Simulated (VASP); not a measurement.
# AlNi (Pm-3m) in VASP: notebook

AlNi is run at these levels: PBEsol; tasks: single point.

All numbers are computed with VASP 6.6.1; they aren't measurements. Logs are shortened: lines on timing, memory, paths and dates and some standing lists are left out, and cuts for length are marked.

## 1. The cell of the first run

Symmetry: Pm-3m, No. 221, cubic system. Conventional cell: a = 2.881 Å, b = 2.881 Å, c = 2.881 Å, α = 90.00°, β = 90.00°, γ = 90.00°. Within 3.3 Å of Al (site symmetry m-3m) lie 8 Ni at 2.50 Å and 6 Al at 2.88 Å. Within 3.3 Å of Ni (site symmetry m-3m) lie 8 Al at 2.50 Å and 6 Ni at 2.88 Å.

## 2. Single point, PBEsol, collinear spin, ferromagnetic start

INCAR

```
  PREC = Accurate
  ENCUT = 520
  EDIFF = 1E-6
  ISMEAR = 0
  SIGMA = 0.1
  LREAL = False
  LASPH = True
  NELM = 150
  ALGO = Normal
  ISIF = 2
  LWAVE = False
  LCHARG = True
  ISPIN = 2
  MAGMOM = 0 1.5
  LORBIT = 11
  LMAXMIX = 4
  GGA = PS
  LELF = True
  LVHAR = True
  NBANDS = 18
```

KPOINTS

```
Automatic mesh
0
Gamma
  6 6 6
```

POSCAR

```
AlNi
1.0
    2.8810000000      0.0000000000      0.0000000000
    0.0000000000      2.8810000000      0.0000000000
    0.0000000000      0.0000000000      2.8810000000
Al Ni
1 1
Direct
    0.0000000000      0.0000000000      0.0000000000
    0.5000000000      0.5000000000      0.5000000000
```

Potentials or basis: VASP PAW PBE potentials, release 64 (Al, Ni).

Launch:

```sh
$ cat potpaw_PBE.64/Al/POTCAR potpaw_PBE.64/Ni/POTCAR > POTCAR
$ mpirun -np 1 vasp_std > vasp.out
```

OUTCAR:

```text
PREC = Accurate
   ENCUT = 520
   EDIFF = 1E-6
   ISMEAR = 0
   LREAL = False
   LASPH = True
   NELM = 150
   ISIF = 2
   ISPIN = 2
   LORBIT = 11
   GGA = PS

 ion  position               nearest neighbor table
   1  0.000  0.000  0.000-   2 2.50   2 2.50   2 2.50   2 2.50   2 2.50   2 2.50   2 2.50   2 2.50

   2  0.500  0.500  0.500-   1 2.50   1 2.50   1 2.50   1 2.50   1 2.50   1 2.50   1 2.50   1 2.50

  LATTYP: Found a simple cubic cell.
 ALAT       =     2.8810000000

  Lattice vectors:

 A1 = (   2.8810000000,   0.0000000000,   0.0000000000)
 A2 = (   0.0000000000,   2.8810000000,   0.0000000000)
 A3 = (   0.0000000000,   0.0000000000,   2.8810000000)

Analysis of symmetry for initial positions (statically):
=====================================================================
 Subroutine PRICEL returns:
 Original cell was already a primitive cell.

 Routine SETGRP: Setting up the symmetry group for a
 simple cubic supercell.

 Subroutine GETGRP returns: Found 48 space group operations
 (whereof 48 operations were pure point group operations)
 out of a pool of 48 trial point group operations.

The static configuration has the point symmetry O_h .

Analysis of symmetry for dynamics (positions and initial velocities):
=====================================================================
 Subroutine PRICEL returns:
 Original cell was already a primitive cell.

 Routine SETGRP: Setting up the symmetry group for a
 simple cubic supercell.

 Subroutine GETGRP returns: Found 48 space group operations
 (whereof 48 operations were pure point group operations)
 out of a pool of 48 trial point group operations.

The dynamic configuration has the point symmetry O_h .

Analysis of structural, dynamic, and magnetic symmetry:
=====================================================================
 Subroutine PRICEL returns:
 Original cell was already a primitive cell.

 Routine SETGRP: Setting up the symmetry group for a
 simple cubic supercell.

 Subroutine GETGRP returns: Found 48 space group operations
 (whereof 48 operations were pure point group operations)
 out of a pool of 48 trial point group operations.

The overall configuration has the point symmetry O_h .

 Subroutine INISYM returns: Found 48 space group operations
 (whereof 48 operations are pure point group operations),
 and found     1 'primitive' translations

----------------------------------------------------------------------------------------

                                     Primitive cell

  volume of cell :      23.9128

  direct lattice vectors                    reciprocal lattice vectors
     2.881000000  0.000000000  0.000000000     0.347101701  0.000000000  0.000000000
     0.000000000  2.881000000  0.000000000     0.000000000  0.347101701  0.000000000
     0.000000000  0.000000000  2.881000000     0.000000000  0.000000000  0.347101701

  length of vectors
     2.881000000  2.881000000  2.881000000     0.347101701  0.347101701  0.347101701

  position of ions in fractional coordinates (direct lattice)
     0.000000000  0.000000000  0.000000000
     0.500000000  0.500000000  0.500000000

  ion indices of the primitive-cell ions
   primitive index   ion index
                 1           1
                 2           2

----------------------------------------------------------------------------------------

 KPOINTS: Automatic mesh

Automatic generation of k-mesh.
 Grid dimensions read from file:
 generate k-points for:    6    6    6

 Generating k-lattice:

  Cartesian coordinates                     Fractional coordinates (reciprocal lattice)
     0.057850283  0.000000000  0.000000000     0.166666667  0.000000000  0.000000000
     0.000000000  0.057850283  0.000000000     0.000000000  0.166666667  0.000000000
     0.000000000  0.000000000  0.057850283     0.000000000  0.000000000  0.166666667

  Length of vectors
     0.057850283  0.057850283  0.057850283

  Shift w.r.t. Gamma in fractional coordinates (k-lattice)
     0.000000000  0.000000000  0.000000000

 Subroutine IBZKPT returns following result:
 ===========================================

 Found     20 irreducible k-points:

 Following reciprocal coordinates:
            Coordinates               Weight
  0.000000  0.000000  0.000000      1.000000
  0.166667  0.000000  0.000000      6.000000
  0.333333  0.000000  0.000000      6.000000
  0.500000  0.000000  0.000000      3.000000
  0.166667  0.166667  0.000000     12.000000
  0.333333  0.166667  0.000000     24.000000
[... 12 lines left out ...]
  0.500000  0.500000  0.333333      6.000000
  0.500000  0.500000  0.500000      1.000000
   k-points           NKPTS =     20   k-points in BZ     NKDIM =     20   number of bands    NBANDS=     18
   number of dos      NEDOS =    301   number of ions     NIONS =      2
   total plane-waves  NPLWV =  13824
   dimension x,y,z NGX =    24 NGY =   24 NGZ =   24
   dimension x,y,z NGXF=    48 NGYF=   48 NGZF=   48
   ions per type =               1   1
   NGX,Y,Z   is equivalent  to a cutoff of  13.85, 13.85, 13.85 a.u.
   NGXF,Y,Z  is equivalent  to a cutoff of  27.70, 27.70, 27.70 a.u.
 SYSTEM =  unknown system
   PREC   = accura    normal or accurate (medium, high low for compatibility)
   ISTART =      0    job   : 0-new  1-cont  2-samecut
   ICHARG =      2    charge: 1-file 2-atom 10-const
   ISPIN  =      2    spin polarized calculation?
   LNONCOLLINEAR =      F non collinear calculations
   LSORBIT =      F    spin-orbit coupling
   LASPH  =      T    aspherical Exc in radial PAW
   ENCUT  =  520.0 eV  38.22 Ry    6.18 a.u.   5.36  5.36  5.36*2*pi/ulx,y,z
   NELM   =    150;   NELMIN=  2; NELMDL= -5     # of ELM steps
   EDIFF  = 0.1E-05   stopping-criterion for ELM
   LREAL  =      F    real-space projection
   EDIFFG = 0.1E-04   stopping-criterion for IOM
   NSW    =      0    number of steps for IOM
   IBRION =     -1    ionic relax: 0-MD 1-quasi-New 2-CG
   NFREE  =      0    steps in history (QN), initial steepest desc. (CG)
   ISIF   =      2    stress and relaxation
   ISYM   =      2    0-nonsym 1-usesym 2-fastsym
   POTIM  = 0.5000    time-step for ionic-motion
   TEBEG  =    0.0;   TEEND  =   0.0 temperature during run
   PSTRESS=    0.0 pullay stress
   NELECT =      13.0000    total number of electrons
   NUPDOWN=      -1.0000    fix difference up-down
   EMIN   =  10.00;   EMAX   =-10.00  energy-range for DOS
   EFERMI =   0.00;   METHOD = LEGACY
   ISMEAR =     0;   SIGMA  =   0.10  broadening in eV -4-tet -1-fermi 0-gaus
   EFERMI_NEDOS =   21; number of points for ismear=-14 and -15
   IALGO  =     38    algorithm
   IMIX   =      4    mixing-type and parameters
     AMIX     =   0.40;   BMIX     =  1.00
     AMIX_MAG =   1.60;   BMIX_MAG =  1.00
  volume/ion in A,a.u.               =      11.96        80.69
  Fermi-wavevector in a.u.,A,eV,Ry     =   1.336122  2.524904 24.289410  1.785221
  Thomas-Fermi vector in A             =   2.464773
   LORBIT       =     11    0 simple, 1 ext, 2 COOP (PROOUT), +10 PAW based schemes
   GGA     = PS    functional components
   LHFCALC =     F    Hartree Fock is set to
   AEXX    =    0.0000 exact exchange contribution
   IVDW    =     0    specifies the selected vdW correction
   LEPSILON=     F    determine dielectric tensor
   LRPA    =     F    only Hartree local field effects (RPA)
 spin polarized calculation
 Gauss-broadening in eV      SIGMA  =   0.10
  energy-cutoff  :      520.00
  volume of cell :       23.91
 maximum number of plane-waves:       659
 NGX is ok and might be reduce to    24
   NGX = 11   NGY = 11   NGZ = 11

 number of electron      13.0000015 magnetization      -0.0010545

 number of electron      13.0000015 magnetization       0.0017568

 Free energy of the ion-electron system (eV)
  ---------------------------------------------------
  ext. energy  EPLUGINS =         0.00000000
  ---------------------------------------------------
  free energy    TOTEN  =       -11.55615529 eV

  energy without entropy =      -11.54891724  energy(sigma->0) =      -11.55253626

 E-fermi :   9.9382     XC(G=0): -12.1668

 val. band max:        9.9251438898   @ k =   0.3333   0.1667   0.0000
 cond. band min:      10.2247461357   @ k =   0.3333   0.1667   0.1667
 fundamental gap:      0.2996022459
 Fermi energy:         9.9382452462

 spin component 1

 k-point     1 :       0.0000    0.0000    0.0000
  band No.  band energies     occupation
      1      -1.2333      1.00000
      2       6.6428      1.00000
      3       6.6428      1.00000
      4       8.3340      1.00000
      5       8.3340      1.00000
      6       8.3340      1.00000
[... 10 lines left out ...]
     17      33.2537      0.00000
     18      33.2537      0.00000
[... 379 lines left out ...]
 k-point    20 :       0.5000    0.5000    0.5000
  band No.  band energies     occupation
      1       5.7906      1.00000
      2       5.7906      1.00000
      3       5.7906      1.00000
      4       8.8886      1.00000
      5       8.8886      1.00000
      6      11.8763      0.00000
[... 10 lines left out ...]
     17      41.1628      0.00000
     18      41.1628      0.00000
 Fermi energy:         9.9382452462

 spin component 2

 k-point     1 :       0.0000    0.0000    0.0000
  band No.  band energies     occupation
      1      -1.2329      1.00000
      2       6.6444      1.00000
      3       6.6444      1.00000
      4       8.3349      1.00000
      5       8.3349      1.00000
      6       8.3349      1.00000
[... 10 lines left out ...]
     17      33.2539      0.00000
     18      33.2539      0.00000
[... 379 lines left out ...]
 k-point    20 :       0.5000    0.5000    0.5000
  band No.  band energies     occupation
      1       5.7912      1.00000
      2       5.7912      1.00000
      3       5.7912      1.00000
      4       8.8907      1.00000
      5       8.8907      1.00000
      6      11.8766      0.00000
[... 10 lines left out ...]
     17      41.1632      0.00000
     18      41.1632      0.00000

------------------------ aborting loop because EDIFF is reached ----------------------------------------

  FORCE on cell =-STRESS in cart. coord.  units (eV):
  Direction    XX          YY          ZZ          XY          YZ          ZX
  --------------------------------------------------------------------------------------
  -------------------------------------------------------------------------------------
  Total       -0.4210921     -0.4210921     -0.4210921     -0.0000000     -0.0000000      0.0000000
  in kB      -28.2135618    -28.2135618    -28.2135618     -0.0000000     -0.0000000      0.0000000
  external PRESSURE =     -28.2135618 kB  Pullay stress =       0.0000000 kB

 VOLUME and BASIS-vectors are now :
 -----------------------------------------------------------------------------
  energy-cutoff  :      520.00
  volume of cell :       23.91
      direct lattice vectors                 reciprocal lattice vectors
     2.881000000  0.000000000  0.000000000     0.347101701  0.000000000  0.000000000
     0.000000000  2.881000000  0.000000000     0.000000000  0.347101701  0.000000000
     0.000000000  0.000000000  2.881000000     0.000000000  0.000000000  0.347101701

 POSITION                                       TOTAL-FORCE (eV/Angst)
 -----------------------------------------------------------------------------------
      0.00000      0.00000      0.00000         0.000000      0.000000      0.000000
      1.44050      1.44050      1.44050         0.000000      0.000000      0.000000
 -----------------------------------------------------------------------------------
    total drift:                                0.000000      0.000000     -0.000000

  FREE ENERGIE OF THE ION-ELECTRON SYSTEM (eV)
  ---------------------------------------------------
  free  energy   TOTEN  =       -11.5561552911 eV

  energy  without entropy=      -11.5489172376  energy(sigma->0) =      -11.55253626

 total charge

# of ion       s       p       d       tot
------------------------------------------
    1        0.384   0.413   0.000   0.797
    2        0.481   0.521   8.473   9.475
--------------------------------------------------
tot          0.864   0.934   8.473  10.272

 magnetization (x)

# of ion       s       p       d       tot
------------------------------------------
    1        0.000   0.000   0.000   0.000
    2        0.000   0.000   0.001   0.001
--------------------------------------------------
tot          0.000   0.000   0.001   0.001
```

Wall time 10 s (1 thread of Intel Xeon Platinum 8559C (Emerald Rapids), shared host); peak memory 0.15 GiB.

Results:

```yaml
Free_energy: -11.5562 eV
Pressure: -2.8 GPa
Net_moment: 0.00 μB per cell
Valence_electrons_inside_the_program's_atomic_spheres: Al 0.80; Ni 9.47
```

Caveat: the k points lie up to 0.36 Å⁻¹ apart; the starting moments collapsed, and a magnetic state may lie lower; the PAW data sets were made with another functional, which shifts forces and pressure a little.

## 3. Single point, PBEsol, collinear spin, ferromagnetic start

INCAR

```
SYSTEM = AlNi
PREC = Accurate
ENCUT = 520
EDIFF = 1E-6
ISMEAR = 0
SIGMA = 0.1
LREAL = .FALSE.
LASPH = .TRUE.
NELM = 150
ALGO = Normal
ISIF = 2
LWAVE = .FALSE.
LCHARG = .FALSE.
ISPIN = 2
MAGMOM = 0 1.5
LORBIT = 11
LMAXMIX = 4
GGA = PS
NBANDS = 18
```

KPOINTS

```
regular mesh
0
G
  8 8 8
  0 0 0
```

POSCAR is that of step 2.

Potentials or basis: VASP PAW PBE potentials, release 64 (Al, Ni).

Launch:

```sh
$ cat potpaw_PBE.64/Al/POTCAR potpaw_PBE.64/Ni/POTCAR > POTCAR
$ mpirun -np 1 vasp_std > vasp.out
```

It took 13 s on 1 thread of Intel Xeon Platinum 8559C (Emerald Rapids), shared host; peak memory 0.16 GiB.

The run converged. Its results:

```
Free energy                                           : -11.5793 eV
Pressure                                              : -2.7 GPa
Net moment                                            : 0.00 μB per cell
Valence electrons inside the program's atomic spheres : Al 0.80; Ni 9.48
```

Levels at points of the mesh, in eV from the Fermi level:
Spin up:
| k point | band 5 | band 6 | band 7 | band 8 | band 9 | band 10 |
| --- | --- | --- | --- | --- | --- | --- |
| (0.00, 0.00, 0.00) | -1.47 | -1.47 | 5.57 | 5.57 | 5.57 | 8.22 |
| (0.50, 0.00, 0.00) | -2.18 | -1.38 | -0.57 | 8.38 | 10.07 | 10.07 |
| (0.50, 0.50, 0.00) | -2.00 | -2.00 | -0.94 | 1.53 | 2.57 | 12.37 |
| (0.50, 0.50, 0.50) | -0.91 | 2.06 | 2.06 | 2.06 | 3.81 | 4.55 |
Spin down:
```csv
k point,band 5,band 6,band 7,band 8,band 9,band 10
"(0.00, 0.00, 0.00)",-1.47,-1.47,5.57,5.57,5.57,8.22
"(0.50, 0.00, 0.00)",-2.17,-1.38,-0.57,8.38,10.07,10.07
"(0.50, 0.50, 0.00)",-2.00,-2.00,-0.94,1.53,2.57,12.37
"(0.50, 0.50, 0.50)",-0.91,2.06,2.06,2.06,3.81,4.55
```

Caveat: the starting moments collapsed, and a magnetic state may lie lower; the PAW data sets were made with another functional, which shifts forces and pressure a little.

## 4. Single point, PBEsol, collinear spin, ferromagnetic start

INCAR

```
PREC = Accurate ; ENCUT = 520
EDIFF = 1E-6 ; ISMEAR = 0
SIGMA = 0.1 ; LREAL = False
LASPH = True ; NELM = 150
ALGO = Normal ; ISIF = 2
LWAVE = False ; LCHARG = False
ISPIN = 2 ; MAGMOM = 0 1.5
LORBIT = 11 ; LMAXMIX = 4
GGA = PS ; NBANDS = 18
```

KPOINTS

```
Automatic mesh
0
Gamma
  10 10 10
```

POSCAR is that of step 3.

Launch:

```sh
$ cat potpaw_PBE.64/Al/POTCAR potpaw_PBE.64/Ni/POTCAR > POTCAR
$ mpirun -np 1 vasp_std > vasp.out
```

Run time: 18 s. Hardware: 1 thread of Intel Xeon Platinum 8559C (Emerald Rapids), shared host; peak memory 0.17 GiB.

Results (log left out):

| Quantity | Value |
| --- | --- |
| Free energy | -11.5884 eV |
| Pressure | -3.3 GPa |
| Net moment | 0.00 μB per cell |
| Valence electrons inside the program's atomic spheres | Al 0.80; Ni 9.48 |

Levels at points of the mesh, in eV from the Fermi level:
Spin up:
| k point | band 2 | band 3 | band 4 | band 5 | band 6 | band 7 | band 8 | band 9 | band 10 | band 11 |
| --- | --- | --- | --- | --- | --- | --- | --- | --- | --- | --- |
| (0.00, 0.00, 0.00) | -3.25 | -3.25 | -1.55 | -1.55 | -1.55 | 5.48 | 5.48 | 5.48 | 8.13 | 8.13 |
| (0.50, 0.00, 0.00) | -6.80 | -2.77 | -2.26 | -2.26 | -1.47 | -0.66 | 8.28 | 9.98 | 9.98 | 10.89 |
| (0.50, 0.50, 0.00) | -3.40 | -2.89 | -2.89 | -2.09 | -2.09 | -1.03 | 1.45 | 2.48 | 12.27 | 15.11 |
| (0.50, 0.50, 0.50) | -4.11 | -4.11 | -1.00 | -1.00 | 1.97 | 1.97 | 1.97 | 3.71 | 4.46 | 4.46 |
Spin down:
```csv
k point,band 3,band 4,band 5,band 6,band 7,band 8,band 9,band 10
"(0.00, 0.00, 0.00)",-3.25,-1.55,-1.55,-1.55,5.48,5.48,5.48,8.13
"(0.50, 0.00, 0.00)",-2.77,-2.26,-2.26,-1.46,-0.66,8.28,9.98,9.98
"(0.50, 0.50, 0.00)",-2.89,-2.89,-2.09,-2.09,-1.03,1.45,2.48,12.27
"(0.50, 0.50, 0.50)",-4.11,-1.00,-1.00,1.97,1.97,1.97,3.71,4.46
```

Caveat: the starting moments collapsed, and a magnetic state may lie lower; the PAW data sets were made with another functional, which shifts forces and pressure a little.
